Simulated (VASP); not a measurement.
# Si (a cell with a defect) in VASP: further runs

Runs on Si (a cell with a defect). Level: PBE. Tasks: single point.

Everything below comes from runs of VASP 6.6.1. Logs are shortened: lines on timing, memory, paths and dates and some standing lists are left out, and cuts for length are marked.

**1. The cell of the first run**

The cell holds a defect, 17 atoms: a = 7.679 Å, b = 7.679 Å, c = 7.679 Å, α = 60.00°, β = 60.00°, γ = 60.00°.

**2. Single point, PBE**

The input, INCAR:

```
SYSTEM = Si
ALGO     = Normal         ! electronic algorithm
EDIFF    = 1E-6           ! SCF threshold, eV
ENCUT    = 520            ! plane-wave cutoff, eV
GGA      = PE             ! functional
ISIF     = 2              ! what is computed and relaxed
ISMEAR   = 0              ! smearing method
LASPH    = .True.         ! aspherical terms in the spheres
LCHARG   = .True.         ! write CHGCAR
LELF     = .True.         ! ELF
LREAL    = Auto         
LVHAR    = .True.       
LWAVE    = .False.        ! write WAVECAR
NBANDS   = 48             ! bands
NELM     = 80             ! most SCF steps
PREC     = Accurate       ! precision mode
SIGMA    = 0.05           ! smearing width, eV
```

The input, KPOINTS:

```
k-points
0
Gamma
  2 2 2
  0 0 0
```

The input, POSCAR:

```
Si
1.0
    0.0000000000      5.4300000000      5.4300000000
    5.4300000000      0.0000000000      5.4300000000
    5.4300000000      5.4300000000      0.0000000000
Si
17
Direct
   -0.0025326888     -0.0046288214     -0.0046967772
    0.0804461326      0.1397365562      0.1396251381
   -0.0011658379     -0.0053910681      0.5110282689
    0.1360887661      0.1166082873      0.6235500921
   -0.0013000000      0.5111580110     -0.0054349908
    0.1360262431      0.6236255064      0.1165301105
    0.0289091160      0.4902159300      0.4901258748
    0.1367574586      0.6230591160      0.6230219153
    0.4535951197      0.0157831492      0.0156383978
    0.6190359116      0.1166545120      0.1164854512
    0.5078140884     -0.0154960405      0.5039380295
    0.6204136280      0.1146775322      0.6484841621
    0.5077345304      0.5040958564     -0.0157197974
    0.6202782689      0.6486208103      0.1145491713
    0.5083586556      0.5032988029      0.5031814917
    0.6551650092      0.6148764273      0.6146607735
    0.6856551565      0.2719035912      0.2717166667
```

Potentials or basis: VASP PAW PBE potentials, release 64 (Si).

On the command line:

```
$ cat potpaw_PBE.64/Si/POTCAR > POTCAR
$ mpirun -np 1 vasp_std > vasp.out
```

OUTCAR:

```text
SYSTEM = Si
   EDIFF = 1E-6
   ENCUT = 520
   GGA = PE
   ISIF = 2
   ISMEAR = 0
   LASPH = .True.
   LREAL = Auto
   NELM = 80
   PREC = Accurate

 ion  position               nearest neighbor table
   1  0.997  0.995  0.995-   6 2.33   4 2.33   2 2.35  10 2.37  17 3.01
   2  0.080  0.140  0.140-   9 2.34   3 2.35   5 2.35   1 2.35  17 2.48
   3  0.999  0.995  0.511-   8 2.33   4 2.33   2 2.35  12 2.37  17 3.01
   4  0.136  0.117  0.624-  11 2.33   3 2.33   1 2.33   7 2.35
   5  0.999  0.511  0.995-   8 2.33   6 2.33   2 2.35  14 2.37  17 3.01
   6  0.136  0.624  0.117-  13 2.33   5 2.33   1 2.33   7 2.35
   7  0.029  0.490  0.490-  16 2.34   8 2.35   6 2.35   4 2.35
   8  0.137  0.623  0.623-  15 2.33   5 2.33   3 2.33   7 2.35
   9  0.454  0.016  0.016-  10 2.32  14 2.32  12 2.32   2 2.34
  10  0.619  0.117  0.116-   9 2.32   1 2.37  17 2.40  13 2.43  11 2.43
  11  0.508  0.985  0.504-  16 2.32   4 2.33  12 2.43  10 2.43  17 2.56
  12  0.620  0.115  0.648-   9 2.32   3 2.37  17 2.40  11 2.43  15 2.44
  13  0.508  0.504  0.984-  16 2.32   6 2.33  14 2.43  10 2.43  17 2.56
  14  0.620  0.649  0.115-   9 2.32   5 2.37  17 2.40  13 2.43  15 2.44
  15  0.508  0.503  0.503-  16 2.32   8 2.33  12 2.44  14 2.44  17 2.55
  16  0.655  0.615  0.615-  13 2.32  11 2.32  15 2.32   7 2.34
  17  0.686  0.272  0.272-  14 2.40  12 2.40  10 2.40   2 2.48  15 2.55  11 2.56  13 2.56   5 3.01
                             3 3.01   1 3.01

  LATTYP: Found a face centered cubic cell.
 ALAT       =    10.8600000000

  Lattice vectors:

 A1 = (   0.0000000000,   5.4300000000,   5.4300000000)
 A2 = (   5.4300000000,   0.0000000000,   5.4300000000)
 A3 = (   5.4300000000,   5.4300000000,   0.0000000000)

Analysis of symmetry for initial positions (statically):
=====================================================================
 Subroutine PRICEL returns:
 Original cell was already a primitive cell.

 Routine SETGRP: Setting up the symmetry group for a
 face centered cubic supercell.

 Subroutine GETGRP returns: Found  1 space group operations
 (whereof  1 operations were pure point group operations)
 out of a pool of 48 trial point group operations.

The static configuration has the point symmetry C_1 .

Analysis of symmetry for dynamics (positions and initial velocities):
=====================================================================
 Subroutine PRICEL returns:
 Original cell was already a primitive cell.

[... 124 lines left out ...]
   IBRION =     -1    ionic relax: 0-MD 1-quasi-New 2-CG
   NFREE  =      0    steps in history (QN), initial steepest desc. (CG)
   ISIF   =      2    stress and relaxation
   ISYM   =      2    0-nonsym 1-usesym 2-fastsym
   POTIM  = 0.5000    time-step for ionic-motion
   TEBEG  =    0.0;   TEEND  =   0.0 temperature during run
   PSTRESS=    0.0 pullay stress
   NELECT =      68.0000    total number of electrons
   NUPDOWN=      -1.0000    fix difference up-down
   EMIN   =  10.00;   EMAX   =-10.00  energy-range for DOS
   EFERMI =   0.00;   METHOD = LEGACY
   ISMEAR =     0;   SIGMA  =   0.05  broadening in eV -4-tet -1-fermi 0-gaus
   EFERMI_NEDOS =   21; number of points for ismear=-14 and -15
   IALGO  =     38    algorithm
   IMIX   =      4    mixing-type and parameters
     AMIX     =   0.40;   BMIX     =  1.00
     AMIX_MAG =   1.60;   BMIX_MAG =  1.00
  volume/ion in A,a.u.               =      18.84       127.11
  Fermi-wavevector in a.u.,A,eV,Ry     =   0.976715  1.845724 12.979587  0.953973
  Thomas-Fermi vector in A             =   2.107356
   LORBIT       =      0    0 simple, 1 ext, 2 COOP (PROOUT), +10 PAW based schemes
   GGA     = PE    functional components
   LHFCALC =     F    Hartree Fock is set to
   AEXX    =    0.0000 exact exchange contribution
   IVDW    =     0    specifies the selected vdW correction
   LEPSILON=     F    determine dielectric tensor
   LRPA    =     F    only Hartree local field effects (RPA)
 non-spin polarized calculation
 Gauss-broadening in eV      SIGMA  =   0.05
  energy-cutoff  :      520.00
  volume of cell :      320.21
 maximum number of plane-waves:      8646
 NGX is ok and might be reduce to    60
   NGX = 29   NGY = 29   NGZ = 29

 number of electron      68.0000000 magnetization

 Free energy of the ion-electron system (eV)
  ---------------------------------------------------
  ext. energy  EPLUGINS =         0.00000000
  ---------------------------------------------------
  free energy    TOTEN  =       -87.82035994 eV

  energy without entropy =      -87.81054159  energy(sigma->0) =      -87.81545077

 E-fermi :   6.8672     XC(G=0):  -9.6859

 val. band max:        6.7736058790   @ k =   0.0000   0.0000   0.0000
 cond. band min:       6.8808003243   @ k =   0.5000   0.5000   0.0000
 fundamental gap:      0.1071944453
 Fermi energy:         6.8672258276

 k-point     1 :       0.0000    0.0000    0.0000
  band No.  band energies     occupation
      1      -6.2842      2.00000
      2      -3.8310      2.00000
      3      -3.6246      2.00000
      4      -3.6218      2.00000
      5      -3.4984      2.00000
      6      -2.7283      2.00000
[... 381 lines left out ...]
     45      10.1612      0.00000
     46      10.3745      0.00000
 [bands above 46 left out]

------------------------ aborting loop because EDIFF is reached ----------------------------------------

  FORCE on cell =-STRESS in cart. coord.  units (eV):
  Direction    XX          YY          ZZ          XY          YZ          ZX
  --------------------------------------------------------------------------------------
  -------------------------------------------------------------------------------------
  Total        9.8146600      9.6839141      9.6874862      0.7286063     -0.7327734      0.7300576
  in kB       49.1084647     48.4542669     48.4721401      3.6456418     -3.6664924      3.6529036
  external PRESSURE =      48.6782906 kB  Pullay stress =       0.0000000 kB

 VOLUME and BASIS-vectors are now :
 -----------------------------------------------------------------------------
  energy-cutoff  :      520.00
  volume of cell :      320.21
      direct lattice vectors                 reciprocal lattice vectors
     0.000000000  5.430000000  5.430000000    -0.092081031  0.092081031  0.092081031
     5.430000000  0.000000000  5.430000000     0.092081031 -0.092081031  0.092081031
     5.430000000  5.430000000  0.000000000     0.092081031  0.092081031 -0.092081031

 POSITION                                       TOTAL-FORCE (eV/Angst)
 -----------------------------------------------------------------------------------
     10.80936     10.82074     10.82111         0.041937      0.006056      0.008113
      1.51693      1.19499      1.19559        -0.095202      0.097793      0.097151
      8.17561      8.19855     10.82440        -0.002589     -0.038352      0.004312
      4.01906      4.12484      1.37214         0.025922     -0.023402     -0.037609
      8.17608     10.82343      8.19853        -0.004254      0.003828     -0.038677
      4.01904      1.37138      4.12491         0.026522     -0.038284     -0.022288
[... 9 lines left out ...]
      6.67639      6.89515      6.89633         0.052594     -0.055580     -0.056663
      2.95186      5.19853      5.19954        -0.227540      0.224311      0.222928
 -----------------------------------------------------------------------------------
    total drift:                                0.007129     -0.001497     -0.001921

  FREE ENERGIE OF THE ION-ELECTRON SYSTEM (eV)
  ---------------------------------------------------
  free  energy   TOTEN  =       -87.8203599409 eV

  energy  without entropy=      -87.8105415898  energy(sigma->0) =      -87.81545077
```

OSZICAR:

```text
N       E                     dE             d eps       ncg     rms          rms(c)
DAV:   1     0.163527231080E+03    0.16353E+03   -0.26112E+04   768   0.117E+03
DAV:   2    -0.738046695232E+02   -0.23733E+03   -0.22475E+03   920   0.171E+02
DAV:   3    -0.890523547467E+02   -0.15248E+02   -0.14801E+02   984   0.377E+01
DAV:   4    -0.894127274461E+02   -0.36037E+00   -0.35861E+00   952   0.705E+00
DAV:   5    -0.894226846892E+02   -0.99572E-02   -0.99523E-02   960   0.106E+00    0.145E+01
DAV:   6    -0.882693728547E+02    0.11533E+01   -0.88809E-01   896   0.285E+00    0.882E+00
DAV:   7    -0.878111609040E+02    0.45821E+00   -0.11892E+00   904   0.322E+00    0.887E-01
DAV:   8    -0.878180219252E+02   -0.68610E-02   -0.63802E-02   896   0.905E-01    0.449E-01
DAV:   9    -0.878192924364E+02   -0.12705E-02   -0.64367E-03   904   0.272E-01    0.213E-01
DAV:  10    -0.878200960244E+02   -0.80359E-03   -0.95784E-04   896   0.111E-01    0.939E-02
DAV:  11    -0.878203436977E+02   -0.24767E-03   -0.29119E-04   912   0.641E-02    0.280E-02
DAV:  12    -0.878203569661E+02   -0.13268E-04   -0.19744E-05   952   0.163E-02    0.912E-03
DAV:  13    -0.878203596314E+02   -0.26653E-05   -0.48545E-06   832   0.810E-03    0.266E-03
DAV:  14    -0.878203599409E+02   -0.30944E-06   -0.22342E-07   576   0.168E-03
   1 F= -.87820360E+02 E0= -.87815451E+02  d E =-.981835E-02
```

Wall time 2.6 min (1 thread of Intel Xeon Platinum 8488C (Sapphire Rapids), shared host); peak memory 0.46 GiB.

Results:

| Property | Result |
| --- | --- |
| Free energy | -87.8204 eV |
| Pressure | 4.9 GPa |
| Largest force | 0.390 eV/Å |
| Band gap on the k mesh | zero (band 34 reaches 6.89 eV, above the bottom of band 35 at 6.76 eV) |

Forces in eV/Å, atoms in the order of the input:
```
Si   0.042  0.006  0.008
Si  -0.095  0.098  0.097
Si  -0.003 -0.038  0.004
Si   0.026 -0.023 -0.038
Si  -0.004  0.004 -0.039
Si   0.027 -0.038 -0.022
Si   0.048 -0.049 -0.050
Si   0.031 -0.027 -0.026
Si  -0.066  0.061  0.061
Si   0.105  0.014  0.014
Si   0.025 -0.032 -0.029
Si  -0.008 -0.119  0.026
Si   0.024 -0.026 -0.031
Si  -0.007  0.025 -0.118
Si   0.031 -0.026 -0.025
Si   0.053 -0.056 -0.057
Si  -0.228  0.224  0.223
```

Caveat: the k points lie up to 0.50 Å⁻¹ apart.

**3. Single point, PBE**

The input, INCAR:

```
  PREC = Accurate
  ENCUT = 520
  EDIFF = 1E-7
  ISMEAR = 0
  SIGMA = 0.05
  LREAL = Auto
  LASPH = T
  NELM = 80
  ALGO = Normal
  ISIF = 2
  LWAVE = F
  LCHARG = T
  GGA = PE
  LELF = T
  LVHAR = T
  NBANDS = 48
```

The input, KPOINTS:

```
Automatic mesh
0
Gamma
  2 2 2
```

The input, POSCAR:

```
Si
1.0
    0.0000000000      5.4300000000      5.4300000000
    5.4300000000      0.0000000000      5.4300000000
    5.4300000000      5.4300000000      0.0000000000
Si
17
Direct
   -0.0032018416     -0.0070714549     -0.0070283610
    0.0506198895      0.1493322284      0.1493946593
   -0.0021531308     -0.0072284530      0.5158509208
    0.1398622468      0.1158775322      0.6217841621
   -0.0023719153      0.5158752302     -0.0071273481
    0.1397324125      0.6217349908      0.1159965009
    0.0382978821      0.4871641805      0.4873111418
    0.1404254144      0.6217756906      0.6218692449
    0.4335029466      0.0224443831      0.0225353591
    0.6228686924      0.1089405157      0.1085576427
    0.5116901473     -0.0155794659      0.5026630755
    0.6245186924      0.1053783610      0.6616446593
    0.5115544199      0.5027625230     -0.0159393186
    0.6242783610      0.6614654696      0.1053919890
    0.5121937385      0.5010655617      0.5013996317
    0.6645142726      0.6116805709      0.6114008287
    0.6213340700      0.2932145488      0.2932786372
```

Potentials or basis: VASP PAW PBE potentials, release 64 (Si).

On the command line:

```
$ cat potpaw_PBE.64/Si/POTCAR > POTCAR
$ mpirun -np 1 vasp_std > vasp.out
```

OUTCAR:

```text
PREC = Accurate
   ENCUT = 520
   EDIFF = 1E-7
   ISMEAR = 0
   LREAL = Auto
   LASPH = T
   NELM = 80
   ISIF = 2
   GGA = PE

 ion  position               nearest neighbor table
   1  0.997  0.993  0.993-   6 2.33   4 2.33   2 2.34  10 2.35
   2  0.051  0.149  0.149-   1 2.34   3 2.34   5 2.34   9 2.40  17 2.69
   3  0.998  0.993  0.516-   8 2.33   4 2.33   2 2.34  12 2.35
   4  0.140  0.116  0.622-   3 2.33   1 2.33  11 2.33   7 2.33
[... 617 lines left out ...]
  Total        8.7700757      8.8269768      8.8336983      0.8889870     -0.9353934      0.8821921
  in kB       43.8818006     44.1665101     44.2001416      4.4481201     -4.6803183      4.4141215
  external PRESSURE =      44.0828174 kB  Pullay stress =       0.0000000 kB

 VOLUME and BASIS-vectors are now :
 -----------------------------------------------------------------------------
  energy-cutoff  :      520.00
  volume of cell :      320.21
      direct lattice vectors                 reciprocal lattice vectors
     0.000000000  5.430000000  5.430000000    -0.092081031  0.092081031  0.092081031
     5.430000000  0.000000000  5.430000000     0.092081031 -0.092081031  0.092081031
     5.430000000  5.430000000  0.000000000     0.092081031  0.092081031 -0.092081031

 POSITION                                       TOTAL-FORCE (eV/Angst)
 -----------------------------------------------------------------------------------
     10.78344     10.80445     10.80422        -0.013170     -0.005557     -0.005259
      1.62209      1.08608      1.08574         0.029253     -0.016511     -0.013114
      8.19182      8.21938     10.80906        -0.002243      0.020105     -0.000755
      4.00550      4.13574      1.38867         0.006120     -0.001182     -0.008614
      8.19250     10.80842      8.21832        -0.003446      0.000341      0.019955
      4.00588      1.38861      4.13477         0.006384     -0.007842     -0.001670
[... 9 lines left out ...]
      6.64133      6.92822      6.92974         0.005653     -0.005234     -0.005521
      3.18466      4.96635      4.96600        -0.041177      0.058596      0.064768
 -----------------------------------------------------------------------------------
    total drift:                               -0.000110     -0.001059     -0.001284

  FREE ENERGIE OF THE ION-ELECTRON SYSTEM (eV)
  ---------------------------------------------------
  free  energy   TOTEN  =       -87.7086690847 eV

  energy  without entropy=      -87.6928832818  energy(sigma->0) =      -87.70077618
```

OSZICAR:

```text
N       E                     dE             d eps       ncg     rms          rms(c)
DAV:   1     0.162738285082E+03    0.16274E+03   -0.26105E+04   768   0.117E+03
DAV:   2    -0.740151280186E+02   -0.23675E+03   -0.22486E+03   928   0.170E+02
DAV:   3    -0.889598477551E+02   -0.14945E+02   -0.14572E+02  1008   0.375E+01
DAV:   4    -0.892822584021E+02   -0.32241E+00   -0.32131E+00   952   0.676E+00
DAV:   5    -0.892902447554E+02   -0.79864E-02   -0.79818E-02   976   0.101E+00    0.145E+01
DAV:   6    -0.881361524713E+02    0.11541E+01   -0.10469E+00   904   0.314E+00    0.877E+00
DAV:   7    -0.876991984840E+02    0.43695E+00   -0.10271E+00   904   0.308E+00    0.146E+00
DAV:   8    -0.877066533544E+02   -0.74549E-02   -0.74904E-02   960   0.954E-01    0.471E-01
DAV:   9    -0.877072153560E+02   -0.56200E-03   -0.82003E-03   912   0.316E-01    0.256E-01
DAV:  10    -0.877083382925E+02   -0.11229E-02   -0.20189E-03   904   0.155E-01    0.118E-01
DAV:  11    -0.877086126125E+02   -0.27432E-03   -0.27897E-04   912   0.619E-02    0.425E-02
DAV:  12    -0.877086654878E+02   -0.52875E-04   -0.74527E-05   888   0.320E-02    0.812E-03
DAV:  13    -0.877086685714E+02   -0.30836E-05   -0.52688E-06   976   0.837E-03    0.484E-03
DAV:  14    -0.877086690295E+02   -0.45809E-06   -0.10285E-06   880   0.366E-03    0.142E-03
DAV:  15    -0.877086690847E+02   -0.55205E-07   -0.81514E-08   640   0.109E-03
   1 F= -.87708669E+02 E0= -.87700776E+02  d E =-.157858E-01
```

stdout:

```text
POSCAR found type information on POSCAR Si
 POSCAR found :  1 types and      17 ions
 scaLAPACK will be used
 LDA part: xc-table for (Slater+PW92), standard interpolation
 POSCAR, INCAR and KPOINTS ok, starting setup
 FFT: planning ... GRIDC
 FFT: planning ... GRID_SOFT
 FFT: planning ... GRID
 WAVECAR not read
 entering main loop
```

It took 2.7 min on 1 thread of Intel Xeon Platinum 8488C (Sapphire Rapids), shared host; peak memory 0.46 GiB.

Results:

```yaml
Free_energy: -87.7087 eV
Pressure: 4.4 GPa
Largest_force: 0.097 eV/Å
Band_gap_on_the_k_mesh: zero (band 34 reaches 6.73 eV, above the bottom of band 35 at 6.70 eV)
```

Forces in eV/Å, atoms in the order of the input:
```
Si  -0.013 -0.006 -0.005
Si   0.029 -0.017 -0.013
Si  -0.002  0.020 -0.001
Si   0.006 -0.001 -0.009
Si  -0.003  0.000  0.020
Si   0.006 -0.008 -0.002
Si   0.010 -0.007 -0.004
Si   0.007 -0.005 -0.005
Si  -0.006  0.008  0.008
Si  -0.005 -0.006 -0.004
Si   0.005 -0.017 -0.006
Si   0.006 -0.005  0.002
Si   0.010  0.005 -0.017
Si   0.004  0.002 -0.012
Si  -0.018 -0.017 -0.012
Si   0.006 -0.005 -0.006
Si  -0.041  0.059  0.065
```

Caveat: the k points lie up to 0.50 Å⁻¹ apart.
